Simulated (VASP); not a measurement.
Wanted: the native input for a VASP 6.6.1 run.

* Task: single point
* Functional: LDA
* Potentials or basis: VASP PAW LDA potentials, release 64 (Co, O)
* Cutoff: 520 eV
* k mesh: 10 × 10 × 10
* Occupations: gaussian, width 0.05 eV
* Spin: collinear spin, ferromagnetic start
* Starting moments: [2.8, 0.31] μB
* Hubbard terms: Co d U = 3.3 eV
* Dipole correction: no
* Further INCAR settings: ALGO = Normal; EDIFF = 1e-06; NBANDS = 18

The structure of CoO lies in POSCAR:

```
CoO
1.0
    0.0000000000      2.0843401413      2.0843401413
    2.0843401413      0.0000000000      2.0843401413
    2.0843401413      2.0843401413      0.0000000000
Co O
1 1
Direct
    0.0000000000      0.0000000000      0.0000000000
    0.5000000000      0.5000000000      0.5000000000
```

This cell differs from its parent crystal: volume scaled by 0.98.

One way to write it, as run:

INCAR

```
SYSTEM = CoO
  PREC = Accurate
  ENCUT = 520
  EDIFF = 1E-6
  ISMEAR = 0
  SIGMA = 0.05
  LREAL = .FALSE.
  LASPH = .TRUE.
  NELM = 150
  ALGO = Normal
  ISIF = 2
  LWAVE = .FALSE.
  LCHARG = .FALSE.
  ISPIN = 2
  MAGMOM = 2.8 0.31
  LORBIT = 11
  LMAXMIX = 4
  LDAU = .TRUE.
  LDAUTYPE = 2
  LDAUL = 2 -1
  LDAUU = 3.3 0
  LDAUJ = 0 0
  LDAUPRINT = 1
  GGA = CA
  NBANDS = 18
```

KPOINTS

```
Automatic mesh
0
G
  10 10 10
  0 0 0
```

Potentials or basis: VASP PAW LDA potentials, release 64 (Co, O).

Run with:

```console
$ cat potpaw_LDA.64/Co/POTCAR potpaw_LDA.64/O/POTCAR > POTCAR
$ mpirun -np 1 vasp_std > vasp.out
```

It gave:

```json
{
 "Pressure": "-7.5 GPa",
 "Band gap on the k mesh": "zero (filled and empty bands overlap)",
 "Net moment": "2.99 μB per cell",
 "Site moments": "Co +2.69; O +0.28 μB",
 "Valence electrons inside the program's atomic spheres": "Co 7.95; O 4.99"
}
```

Caveat: a cell with one magnetic atom can't hold antiferromagnetic order, which such compounds often take.

Run time: 24 s on 1 thread of Intel(R) Xeon(R) Platinum 8259CL CPU @ 2.50GHz (Skylake/Cascade Lake), on a shared host, peak memory 0.15 GiB.
